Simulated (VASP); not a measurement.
LiRe2H3: relaxation of cell and atoms with PBE

Crystal: LiRe2H3.

```
Li Re H
1.0
     4.60134    0.00000    0.00000
    -2.30067    3.98488    0.00000
     0.00000    0.00000    2.91215
Li Re H
1 2 3
Direct
  0.00000 0.00000 0.50000
  0.66667 0.33333 0.00000
  0.33333 0.66667 0.00000
  0.50000 0.50000 0.50000
  0.50000 0.00000 0.50000
  0.00000 0.50000 0.50000
```

```json
{
  "Program": "VASP 6.6.1",
  "Task": "relaxation of cell and atoms",
  "Functional": "PBE",
  "Potentials or basis": "VASP PAW PBE potentials, release 64 (Li_sv, Re, H)",
  "Cutoff": "600 eV",
  "k mesh": "12 × 12 × 12",
  "Occupations": "gaussian, width 0.1 eV",
  "Spin": "no spin polarisation",
  "Dipole correction": "no",
  "Further INCAR settings": "ALGO = Normal; EDIFF = 1e-06; IBRION = 2; EDIFFG = -0.01; NSW = 100; ISIF = 3"
}
```

* Relaxed volume: 8.90 Å³/atom
* Relaxed cell: a = 4.606 Å, b = 4.606 Å, c = 2.905 Å, α = 90.00°, β = 90.00°, γ = 120.00°
* Space group after relaxing (to 0.05 Å): P6/mmm (No. 191)
* Energy gained by relaxing: 0.0 meV/atom
* Ionic steps: 4
* Pressure after relaxing: 0.0 GPa
* Band gap on the k mesh: zero (band 10 reaches 6.39 eV, above the bottom of band 11 at 4.10 eV)

Step by step:
| step | energy change (eV) | largest force (eV/Å) | pressure (GPa) | volume (Å³) |
| --- | --- | --- | --- | --- |
| 1 | 0.0000 | 0.0000 | -0.14 | 53.40 |
| 2 | -0.0002 | 0.0000 | 0.11 | 53.34 |
| 3 | -0.0002 | 0.0000 | 0.19 | 53.32 |
| 4 | -0.0002 | 0.0000 | 0.00 | 53.38 |

Final structure:
```
CELL_PARAMETERS angstrom
4.60637 0.00000 0.00000
-2.30318 3.98923 0.00000
0.00000 0.00000 2.90483
ATOMIC_POSITIONS crystal
Li 0.00000 0.00000 0.50000
Re 0.66667 0.33333 0.00000
Re 0.33333 0.66667 0.00000
H 0.50000 0.50000 0.50000
H 0.50000 0.00000 0.50000
H 0.00000 0.50000 0.50000
```

Levels at points of the mesh, in eV from the Fermi level:
```csv
k point,band 8,band 9,band 10,band 11,band 12,band 13
"(0.00, 0.00, 0.00)",-2.87,-0.82,-0.82,1.47,1.47,1.60
"(0.50, 0.00, 0.00)",-2.37,-1.07,-0.53,0.88,1.00,1.98
"(0.00, 0.00, 0.50)",-1.38,-1.38,-1.16,-1.16,3.54,3.71
"(0.50, 0.00, 0.50)",-1.08,-0.50,0.92,1.51,1.73,2.97
```

Wall time 100 s on 1 thread of Intel(R) Xeon(R) 6975P-C (Granite Rapids), on a shared host, peak memory 0.3 GiB.

Caveat: the cutoff is under 1.25 times the usual one of these potentials, so pressure, stress and relaxed cells hold a basis-set (Pulay) error; spin-orbit coupling is left out, which moves the levels of the heavy elements.
